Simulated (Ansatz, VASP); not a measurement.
SiC in VASP and in Ansatz

POSCAR

```
SiC
1.0
    3.0742275620      0.0000000000      0.0000000000
   -1.5371137810      2.6623591657      0.0000000000
    0.0000000000      0.0000000000     15.0681848517
Si C
6 6
Direct
    0.6666666667      0.3333333333      0.4583000000
    0.3333333333      0.6666666667      0.9583000000
    0.6666666667      0.3333333333      0.7917000000
    0.3333333333      0.6666666667      0.2917000000
    0.0000000000      0.0000000000      0.6250000000
    0.0000000000      0.0000000000      0.1250000000
    0.6666666667      0.3333333333      0.3333000000
    0.3333333333      0.6666666667      0.8333000000
    0.6666666667      0.3333333333      0.6667000000
    0.3333333333      0.6666666667      0.1667000000
    0.0000000000      0.0000000000      0.5000000000
    0.0000000000      0.0000000000      0.0000000000
```

Contents of INCAR.step1:

```
ALGO = Normal
EDIFF = 1E-4
ENCUT = 520
GGA = PE
ISMEAR = -1
LASPH = True
LCHARG = False
LREAL = False
LWAVE = True
NBANDS = 36
NELM = 80
PREC = Accurate
SIGMA = 0.05
```

INCAR.step2

```
ALGO = Normal
EDIFF = 1E-6
ENCUT = 520
ISIF = 2
ISMEAR = -1
ISTART = 1
IVDW = 12
LASPH = True
LCHARG = False
LMIXTAU = True
LREAL = False
LWAVE = False
METAGGA = R2SCAN
NBANDS = 36
NELM = 80
PREC = Accurate
SIGMA = 0.05
VDW_A1 = 0.49484001
VDW_A2 = 5.73083694
VDW_S6 = 1.0
VDW_S8 = 0.78981345
```

File KPOINTS:

```
k-points
0
Gamma
  10 10 2
```

Contents of input.yaml:

```yaml
crystal:
  lattice:
    - [3.074227562, 0.0, 0.0]
    - [-1.537113781, 2.6623591657, 0.0]
    - [0.0, 0.0, 15.0681848517]
  atoms:
    - { symbol: Si, position: [0.6666666667, 0.3333333333, 0.4583] }
    - { symbol: Si, position: [0.3333333333, 0.6666666667, 0.9583] }
    - { symbol: Si, position: [0.6666666667, 0.3333333333, 0.7917] }
    - { symbol: Si, position: [0.3333333333, 0.6666666667, 0.2917] }
    - { symbol: Si, position: [0.0, 0.0, 0.625] }
    - { symbol: Si, position: [0.0, 0.0, 0.125] }
    - { symbol: C, position: [0.6666666667, 0.3333333333, 0.3333] }
    - { symbol: C, position: [0.3333333333, 0.6666666667, 0.8333] }
    - { symbol: C, position: [0.6666666667, 0.3333333333, 0.6667] }
    - { symbol: C, position: [0.3333333333, 0.6666666667, 0.1667] }
    - { symbol: C, position: [0.0, 0.0, 0.5] }
    - { symbol: C, position: [0.0, 0.0, 0.0] }
hamiltonian:
  xc: r2scan
  pseudopotentials: { kind: paw }
  dispersion: d3bj
kpoints:
  mp_grid: { grid: [10, 10, 2] }
scf:
  occupations: { method: fermi_dirac, width: 0.05 }
output:
  forces: true
  stress: true
  eigenvalues: true
```

Alike in both runs: task single point; functional r2SCAN; dispersion D3(BJ); k mesh 10 × 10 × 2; occupations fermi-dirac, width 0.05 eV; no spin polarisation.

```csv
,VASP,Ansatz
version,VASP 6.6.1,Ansatz 0.2.0
potentials or method,"VASP PAW PBE potentials, release 64 (Si, C)",Ansatz PAW
plane-wave cutoff (eV),520,500
valence electrons in the cell,48,48
```

Ansatz gave:

```
gap on the k mesh at the Fermi level (eV)                     : 2.38
least direct gap on the mesh (eV)                             : 3.54
pressure (GPa)                                                : -1.0
traceless stress, the component that is largest in VASP (GPa) : 0.57
rms of the force components (eV/Å)                            : 0.042
```

Problem. What did VASP give for the same quantities?

Solution. gap on the k mesh at the Fermi level (eV): 2.39; least direct gap on the mesh (eV): 3.55; pressure (GPa): -1.2; traceless stress, the component that is largest in VASP (GPa): 0.58; rms of the force components (eV/Å): 0.042.

VASP's potentials were made for PBE, not for r2SCAN. Atom by atom the forces differ by 0.000 eV/Å (rms over components).
